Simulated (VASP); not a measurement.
Al6N, 14 atoms in the cell. The cell holds a slab with vacuum, 14 atoms: a = 5.714 Å, b = 5.714 Å, c = 22.175 Å, α = 90.00°, β = 90.00°, γ = 90.00°. 

| Quantity | Value |
| --- | --- |
| Program | VASP 6.6.1 |
| Task | single point |
| Functional | PBE |
| Potentials or basis | VASP PAW PBE potentials, release 64 (Al, N) |
| Cutoff | 520 eV |
| k mesh | 5 × 5 × 1 |
| Occupations | gaussian, width 0.1 eV |
| Spin | no spin polarisation |
| Dipole correction | yes |
| Further INCAR settings | ALGO = Normal; EDIFF = 1e-06; NBANDS = 36 |

Potentials or basis: VASP PAW PBE potentials, release 64 (Al, N).

Launch:

```console
$ cat potpaw_PBE.64/Al/POTCAR potpaw_PBE.64/N/POTCAR > POTCAR
$ mpirun -np 1 vasp_std > vasp.out
```

Hardware: 1 thread of Intel(R) Xeon(R) 6975P-C (Granite Rapids), on a shared host.

Question: How long does it take, and how much memory?

Answer: It took 7.4 min on 1 thread of Intel(R) Xeon(R) 6975P-C (Granite Rapids), with other jobs on the host, peak memory 0.66 GiB. Counts: scf iterations 28, k points 9.
